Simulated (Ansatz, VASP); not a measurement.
## TePb: VASP beside Ansatz

POSCAR

```
TePb
1.0
    0.0000000000      3.1669662137      3.1669662137
    3.1669662137      0.0000000000      3.1669662137
    3.1669662137      3.1669662137      0.0000000000
Te Pb
1 1
Direct
    0.5000000000      0.5000000000      0.5000000000
    0.0000000000      0.0000000000      0.0000000000
```

The input INCAR.step1:

```
PREC = Accurate
ENCUT = 520
ISMEAR = 0
SIGMA = 0.02
LREAL = F
LASPH = T
NELM = 80
NBANDS = 17
GGA = PE
ALGO = Normal
EDIFF = 1E-4
LWAVE = T
LCHARG = F
```

INCAR.step2

```
PREC = Accurate
ENCUT = 520
EDIFF = 1E-6
ISMEAR = 0
SIGMA = 0.02
LREAL = F
LASPH = T
NELM = 80
ALGO = Normal
ISIF = 2
LWAVE = F
LCHARG = F
METAGGA = R2SCAN
LMIXTAU = T
NBANDS = 17
ISTART = 1
```

File KPOINTS:

```
regular mesh
0
Gamma
  8 8 8
```

Input for Ansatz:

```yaml
crystal:
  lattice:
    - [0.0, 3.1669662137, 3.1669662137]
    - [3.1669662137, 0.0, 3.1669662137]
    - [3.1669662137, 3.1669662137, 0.0]
  atoms:
    - { symbol: Te, position: [0.5, 0.5, 0.5] }
    - { symbol: Pb, position: [0.0, 0.0, 0.0] }
basis:
  ecutwfc: 500
kpoints:
  mp_grid: { grid: [8, 8, 8] }
hamiltonian:
  xc: r2scan
scf:
  occupations: { method: gaussian, width: 0.02 }
output:
  forces: true
  stress: true
  eigenvalues: true
```

Alike in both runs: task single point; functional r2SCAN; k mesh 8 × 8 × 8; occupations gaussian, width 0.02 eV; no spin polarisation.

```csv
,VASP,Ansatz
version,VASP 6.6.1,Ansatz 0.2.0
potentials or method,"VASP PAW PBE potentials, release 64 (Te, Pb_d), cutoff 520 eV","scalar-relativistic, plane waves, PAW"
valence electrons in the cell,20,30
```

```tsv
	VASP	Ansatz	Ansatz less VASP
gap on the k mesh at the Fermi level (eV)	0.87	0.87	-0.005
least direct gap on the mesh (eV)	0.87	0.87	-0.005
pressure (GPa)	4.9	4.9	-0.01
```

VASP's potentials were made for PBE, not for r2SCAN. VASP's potentials hold 20 valence electrons a cell and Ansatz's 30, so a difference there can come from the potentials and not from the codes.

Spin-orbit coupling is off throughout.
